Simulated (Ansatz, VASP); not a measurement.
# ZrP3 in VASP and in Ansatz

```xyz
4
Lattice="4.0494 0.0000 0.0000 0.0000 4.0494 0.0000 0.0000 0.0000 4.0494" Properties=species:S:1:pos:R:3 pbc="T T T"
Zr    0.0000    0.0000    0.0000
P     0.0000    2.0247    2.0247
P     2.0247    0.0000    2.0247
P     2.0247    2.0247    0.0000
```

Alike in both runs: task relaxation of cell and atoms; functional PBE; k mesh 12 × 12 × 12; occupations gaussian, width 0.1 eV; no spin polarisation.

```csv
,VASP,Ansatz
version,VASP 6.6.1,Ansatz 0.2.0
potentials or method,"VASP PAW PBE potentials, release 64 (Zr_sv, P), cutoff 500 eV","scalar-relativistic, plane waves, PAW"
valence electrons in the cell,27,27
```

```csv
,VASP,Ansatz,Ansatz less VASP
"gap on the k mesh at the Fermi level, each at its own relaxed structure (eV)",none,none,-
relaxed volume (Å³/atom),16.15,16.16,+0.008
relaxed length of the cell vector where the two differ most in proportion (Å),4.013,4.013,+0.0006
```

A gap of «none» marks a metal or a gap that the smearing closes.
